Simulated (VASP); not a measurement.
# CuF in VASP: further runs, part 2 of 2

VASP 6.6.1. Earlier steps stand in the parts before.

### 4 Single point, PBE

Contents of INCAR:

```
SYSTEM = CuF
PREC = Accurate
ENCUT = 520
EDIFF = 1E-6
ISMEAR = 0
SIGMA = 0.1
LREAL = .FALSE.
LASPH = .TRUE.
NELM = 100
ALGO = Normal
ISIF = 2
LWAVE = .FALSE.
LCHARG = .FALSE.
GGA = PE
NBANDS = 16
```

Contents of KPOINTS:

```
regular mesh
0
G
  20 20 20
  0 0 0
```

Contents of POSCAR:

```
CuF
1.0
    2.7941275260      0.0000000000      0.0000000000
    0.0000000000      2.7941275260      0.0000000000
    0.0000000000      0.0000000000      2.7941275260
Cu F
1 1
Direct
    0.0000000000      0.0000000000      0.0000000000
    0.5000000000      0.5000000000      0.5000000000
```

Potentials or basis: VASP PAW PBE potentials, release 64 (Cu, F).

On the command line:

```bash
cat potpaw_PBE.64/Cu/POTCAR potpaw_PBE.64/F/POTCAR > POTCAR
mpirun -np 1 vasp_std > vasp.out
```

OUTCAR:

```text
SYSTEM = CuF
   PREC = Accurate
   ENCUT = 520
   EDIFF = 1E-6
   ISMEAR = 0
   LREAL = .FALSE.
   LASPH = .TRUE.
   NELM = 100
   ISIF = 2
   GGA = PE

 ion  position               nearest neighbor table
   1  0.000  0.000  0.000-
   2  0.500  0.500  0.500-

  LATTYP: Found a simple cubic cell.
 ALAT       =     2.7941275260

  Lattice vectors:

 A1 = (   2.7941275260,   0.0000000000,   0.0000000000)
 A2 = (   0.0000000000,   2.7941275260,   0.0000000000)
 A3 = (   0.0000000000,   0.0000000000,   2.7941275260)

Analysis of symmetry for initial positions (statically):
[... 622 lines left out ...]
      3      -0.1979      2.00000
      4       0.1129      2.00000
      5       2.7415      2.00000
      6       3.1086      2.00000
[... 8 lines left out ...]
     15      25.3900      0.00000
     16      28.5195      0.00000

 [... further k-points ...]
[... 5 lines left out ...]
  --------------------------------------------------------------------------------------
  -------------------------------------------------------------------------------------
  Total       -0.0148912     -0.0148912     -0.0148912      0.0000000     -0.0000000     -0.0000000
  in kB       -1.0937109     -1.0937109     -1.0937109      0.0000000     -0.0000000     -0.0000000
  external PRESSURE =      -1.0937109 kB  Pullay stress =       0.0000000 kB

 VOLUME and BASIS-vectors are now :
 -----------------------------------------------------------------------------
  energy-cutoff  :      520.00
  volume of cell :       21.81
      direct lattice vectors                 reciprocal lattice vectors
     2.794127526  0.000000000  0.000000000     0.357893471  0.000000000  0.000000000
     0.000000000  2.794127526  0.000000000     0.000000000  0.357893471  0.000000000
     0.000000000  0.000000000  2.794127526     0.000000000  0.000000000  0.357893471

 POSITION                                       TOTAL-FORCE (eV/Angst)
 -----------------------------------------------------------------------------------
      0.00000      0.00000      0.00000         0.000000      0.000000      0.000000
      1.39706      1.39706      1.39706         0.000000      0.000000      0.000000
 -----------------------------------------------------------------------------------
    total drift:                                0.000000      0.000000     -0.000000

  FREE ENERGIE OF THE ION-ELECTRON SYSTEM (eV)
  ---------------------------------------------------
  free  energy   TOTEN  =        -6.9948572205 eV

  energy  without entropy=       -6.9877376742  energy(sigma->0) =       -6.99129745
```

OSZICAR:

```text
N       E                     dE             d eps       ncg     rms          rms(c)
DAV:   1     0.105059928496E+03    0.10506E+03   -0.95747E+03  9992   0.176E+03
DAV:   2    -0.255768045187E+01   -0.10762E+03   -0.96575E+02 10040   0.303E+02
DAV:   3    -0.796222618467E+01   -0.54045E+01   -0.52330E+01 10896   0.698E+01
DAV:   4    -0.801880781268E+01   -0.56582E-01   -0.56572E-01 10200   0.682E+00
DAV:   5    -0.801979998579E+01   -0.99217E-03   -0.99217E-03 12168   0.907E-01    0.674E+00
DAV:   6    -0.764001505305E+01    0.37978E+00   -0.46282E+00 12144   0.541E+01    0.605E+00
DAV:   7    -0.700655193684E+01    0.63346E+00   -0.14888E+00 10840   0.441E+01    0.116E+00
DAV:   8    -0.699865139636E+01    0.79005E-02   -0.10670E-01 10360   0.384E+00    0.353E-01
DAV:   9    -0.699492792123E+01    0.37235E-02   -0.37401E-03 14112   0.142E+00    0.126E-01
DAV:  10    -0.699495745484E+01   -0.29534E-04   -0.10402E-03 12392   0.493E-01    0.758E-02
DAV:  11    -0.699488721755E+01    0.70237E-04   -0.15485E-04 11456   0.224E-01    0.493E-02
DAV:  12    -0.699485727957E+01    0.29938E-04   -0.88714E-05 12784   0.155E-01    0.485E-03
DAV:  13    -0.699485722053E+01    0.59039E-07   -0.24231E-06 11400   0.242E-02
   1 F= -.69948572E+01 E0= -.69912974E+01  d E =-.711955E-02
```

Run time: 56 s. Hardware: 1 thread of Intel Xeon Platinum 8488C (Sapphire Rapids), shared host; peak memory 0.22 GiB.

Results:

* Free energy: -6.9949 eV
* Pressure: -0.1 GPa
* Band gap on the k mesh: zero (band 9 reaches 4.32 eV, above the bottom of band 10 at 3.99 eV)

Levels at points of the mesh, in eV from the Fermi level:
| k point | band 6 | band 7 | band 8 | band 9 | band 10 | band 11 | band 12 | band 13 |
| --- | --- | --- | --- | --- | --- | --- | --- | --- |
| (0.00, 0.00, 0.00) | -1.75 | -1.75 | -0.34 | -0.34 | -0.34 | 15.04 | 15.04 | 16.42 |
| (0.50, 0.00, 0.00) | -0.42 | -0.30 | -0.18 | -0.18 | 4.09 | 4.55 | 16.25 | 16.25 |
| (0.50, 0.50, 0.00) | -1.17 | -0.70 | -0.70 | -0.04 | 4.73 | 8.29 | 8.29 | 14.50 |
| (0.50, 0.50, 0.50) | -0.07 | -0.07 | -0.02 | -0.02 | 6.82 | 6.82 | 6.82 | 10.78 |

Caveat: semilocal functionals often make such compounds metallic where correlation or magnetic order opens a gap, which also shifts bond lengths. With open d or f shells a metallic result of PBE can be an artefact of self-interaction; +U or a hybrid may open a gap.

### 5 Relaxation of cell and atoms, PBE

Contents of INCAR:

```
PREC = Accurate
ENCUT = 600
EDIFF = 1E-6
ISMEAR = 0
SIGMA = 0.1
LREAL = F
LASPH = T
NELM = 60
ALGO = Normal
ISIF = 3
LWAVE = F
LCHARG = F
GGA = PE
IBRION = 2
NSW = 100
EDIFFG = -0.01
```

Contents of KPOINTS:

```
regular mesh
0
Gamma
  20 20 20
```

Contents of POSCAR:

```
CuF
1.0
    2.7929776793      0.0000000000      0.0000000000
    0.0000000000      2.7929776793      0.0000000000
    0.0000000000      0.0000000000      2.7929776793
Cu F
1 1
Direct
    0.0000000000      0.0000000000      0.0000000000
    0.5000000000      0.5000000000      0.5000000000
```

Potentials or basis: VASP PAW PBE potentials, release 64 (Cu, F).

On the command line:

```bash
cat potpaw_PBE.64/Cu/POTCAR potpaw_PBE.64/F/POTCAR > POTCAR
mpirun -np 1 vasp_std > vasp.out
```

OUTCAR:

```text
PREC = Accurate
   ENCUT = 600
   EDIFF = 1E-6
   ISMEAR = 0
   LREAL = F
   LASPH = T
   NELM = 60
   ISIF = 3
   GGA = PE
   IBRION = 2
   NSW = 100
   EDIFFG = -0.01

 ion  position               nearest neighbor table
   1  0.000  0.000  0.000-
   2  0.500  0.500  0.500-

  LATTYP: Found a simple cubic cell.
 ALAT       =     2.7929776793

  Lattice vectors:

 A1 = (   2.7929776793,   0.0000000000,   0.0000000000)
 A2 = (   0.0000000000,   2.7929776793,   0.0000000000)
 A3 = (   0.0000000000,   0.0000000000,   2.7929776793)

Analysis of symmetry for initial positions (statically):
=====================================================================
 Subroutine PRICEL returns:
 Original cell was already a primitive cell.

 Routine SETGRP: Setting up the symmetry group for a
 simple cubic supercell.

 Subroutine GETGRP returns: Found 48 space group operations
 (whereof 48 operations were pure point group operations)
 out of a pool of 48 trial point group operations.

The static configuration has the point symmetry O_h .

Analysis of symmetry for dynamics (positions and initial velocities):
[... 167 lines left out ...]

 k-point     1 :       0.0000    0.0000    0.0000
  band No.  band energies     occupation
      1     -19.3888      2.00000
      2       0.1352      2.00000
      3       0.1352      2.00000
      4       0.1352      2.00000
      5       2.4422      2.00000
      6       2.5982      2.00000
      7       2.5982      2.00000
      8       4.0047      2.00000
      9       4.0047      2.00000
     10       4.0047      2.00000
     11      19.3989      0.00000
     12      19.3989      0.00000
     13      20.7842      0.00000
[... 354 lines left out ...]
  band No.  band energies     occupation
      1     -19.2390      2.00000
      2      -1.3708      2.00000
      3      -0.1915      2.00000
      4       0.1198      2.00000
      5       2.7520      2.00000
      6       3.1199      2.00000
      7       3.7693      2.00000
      8       3.9516      2.00000
      9       4.1081      1.99936
     10       4.6864      0.00000
     11      15.3811      0.00000
     12      18.1429      0.00000
     13      20.8761      0.00000

 [... further k-points ...]
[... 5 lines left out ...]
  --------------------------------------------------------------------------------------
  -------------------------------------------------------------------------------------
  Total       -0.0093523     -0.0093523     -0.0093523      0.0000000      0.0000000      0.0000000
  in kB       -0.6877433     -0.6877433     -0.6877433      0.0000000      0.0000000      0.0000000
  external PRESSURE =      -0.6877433 kB  Pullay stress =       0.0000000 kB

 VOLUME and BASIS-vectors are now :
 -----------------------------------------------------------------------------
  energy-cutoff  :      600.00
  volume of cell :       21.79
      direct lattice vectors                 reciprocal lattice vectors
     2.792977679  0.000000000  0.000000000     0.358040813  0.000000000  0.000000000
     0.000000000  2.792977679  0.000000000     0.000000000  0.358040813  0.000000000
     0.000000000  0.000000000  2.792977679     0.000000000  0.000000000  0.358040813

 POSITION                                       TOTAL-FORCE (eV/Angst)
 -----------------------------------------------------------------------------------
      0.00000      0.00000      0.00000         0.000000      0.000000      0.000000
      1.39649      1.39649      1.39649         0.000000      0.000000      0.000000
 -----------------------------------------------------------------------------------
    total drift:                                0.000000      0.000000     -0.000000

  FREE ENERGIE OF THE ION-ELECTRON SYSTEM (eV)
  ---------------------------------------------------
  free  energy   TOTEN  =        -6.9961244401 eV

  energy  without entropy=       -6.9890192255  energy(sigma->0) =       -6.99257183

 reached required accuracy - stopping structural energy minimisation
```

OSZICAR:

```text
N       E                     dE             d eps       ncg     rms          rms(c)
DAV:   1     0.136380338409E+03    0.13638E+03   -0.10625E+04  7759   0.240E+03
DAV:   2     0.285508426325E+01   -0.13353E+03   -0.12178E+03  7729   0.377E+02
DAV:   3    -0.785353816140E+01   -0.10709E+02   -0.10356E+02  8839   0.118E+02
DAV:   4    -0.801579929872E+01   -0.16226E+00   -0.16204E+00  8486   0.140E+01
DAV:   5    -0.801844344281E+01   -0.26441E-02   -0.26440E-02  9989   0.178E+00    0.673E+00
DAV:   6    -0.763250290080E+01    0.38594E+00   -0.73040E+00  9725   0.673E+01    0.600E+00
DAV:   7    -0.699989851277E+01    0.63260E+00   -0.19217E+00  8817   0.547E+01    0.127E+00
DAV:   8    -0.700185511063E+01   -0.19566E-02   -0.22041E-01  9344   0.583E+00    0.390E-01
DAV:   9    -0.699626596979E+01    0.55891E-02   -0.71761E-03 12065   0.219E+00    0.132E-01
DAV:  10    -0.699622495549E+01    0.41014E-04   -0.19405E-03  8820   0.669E-01    0.105E-01
DAV:  11    -0.699617319954E+01    0.51756E-04   -0.77546E-04 10593   0.784E-01    0.560E-02
DAV:  12    -0.699612414197E+01    0.49058E-04   -0.13048E-04 11435   0.201E-01    0.488E-03
DAV:  13    -0.699612444015E+01   -0.29818E-06   -0.82598E-06  8079   0.375E-02
   1 F= -.69961244E+01 E0= -.69925718E+01  d E =-.699612E+01
```

Wall time 50 s (1 thread of Intel Xeon Platinum 8488C (Sapphire Rapids), shared host); peak memory 0.22 GiB.

Results:

| Property | Result |
| --- | --- |
| Free energy | -6.9961 eV |
| Pressure after relaxing | -0.1 GPa |
| Band gap on the k mesh | zero (band 9 reaches 4.33 eV, above the bottom of band 10 at 4.00 eV) |

Final structure:
```xyz
2
Lattice="2.7930 0.0000 0.0000 0.0000 2.7930 0.0000 0.0000 0.0000 2.7930" Properties=species:S:1:pos:R:3 pbc="T T T"
Cu    0.0000    0.0000    0.0000
F     1.3965    1.3965    1.3965
```

Caveat: the relaxation stopped at its first step, so nothing moved; semilocal functionals often make such compounds metallic where correlation or magnetic order opens a gap, which also shifts bond lengths. With open d or f shells a metallic result of PBE can be an artefact of self-interaction; +U or a hybrid may open a gap.

### 6 Summary

| task | spin | cell | k mesh | cutoff (eV) | gap on the mesh (eV) | pressure (GPa) |
| --- | --- | --- | --- | --- | --- | --- |
| single point | collinear, ferromagnetic start | a = 2.792, b = 2.792, c = 2.795 Å, 2 atoms | 8 × 8 × 6 | 520 | none | -0.1 |
| single point | off | a = 2.794 Å, 2 atoms | 20 × 20 × 20 | 520 | none | -0.1 |
| relaxation of cell and atoms | off | relaxed from a = 2.793 Å, 2 atoms | 20 × 20 × 20 | 600 | none | -0.1 |

Alike in all rows: level PBE; potentials or basis VASP PAW PBE potentials, release 64 (Cu, F); smearing gaussian 0.1 eV.

Caveats: some runs use coarse meshes; semilocal functionals often make such compounds metallic where correlation or magnetic order opens a gap, which also shifts bond lengths; the relaxation stopped at its first step, so nothing moved (some runs).

Absolute energies hang on the potentials; compare differences alone.
